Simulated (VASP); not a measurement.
Runs of VASP 6.6.1 on Nb2PdSe4. The structure is that of space group P-3m1 (No. 164), or close to it. The cells are those of the table. 

| task | cell | k mesh | cutoff (eV) | smearing | gap on the mesh (eV) | pressure (GPa) | largest force (eV/Å) |
| --- | --- | --- | --- | --- | --- | --- | --- |
| relaxation of cell and atoms | relaxed from a = 3.550, b = 3.550, c = 13.980 Å, angles 90.0, 90.0, 120.0°, 7 atoms | 4 × 4 × 1 | 600 | gaussian 0.15 eV | none | -0.3 | 0.05 |
| single point | a = 3.573, b = 3.573, c = 13.863 Å, angles 90.0, 90.0, 120.0°, 7 atoms | 4 × 4 × 1 | 520 | gaussian 0.15 eV | none | 0.1 | 0.05 |
| single point | a = 3.552, b = 3.554, c = 13.666 Å, angles 90.2, 90.0, 120.0°, 7 atoms | 6 × 6 × 2 | 520 | gaussian 0.2 eV | none | 0.0 | (a) |
| single point | a = 3.549, b = 3.549, c = 13.880 Å, angles 90.0, 90.0, 120.0°, 7 atoms | 4 × 4 × 1 | 520 | gaussian 0.15 eV | none | 0.0 | 0.03 |
| single point | a = 3.552, b = 3.552, c = 13.647 Å, angles 90.0, 90.0, 120.0°, 7 atoms | 6 × 6 × 2 | 520 | gaussian 0.2 eV | none | 0.1 | 0.06 |

Alike in all rows: level PBE; potentials or basis VASP PAW PBE potentials, release 64 (Nb_sv, Pd, Se); no spin polarisation.

Fill in the values left out.

(a) 0.01.

Caveats: some runs use coarse meshes; this functional lacks dispersion, which binds the layers, so the pressure and a relaxed spacing across them are unreliable (some runs); the relaxation stopped at a loose force limit of 0.08 eV/Å, so its end isn't a converged minimum (some runs).

A k mesh can miss the band edges, and the runs leave out spin-orbit coupling on Nb, Pd, Se.

A gap of «none» marks levels without a gap at the run's occupations.
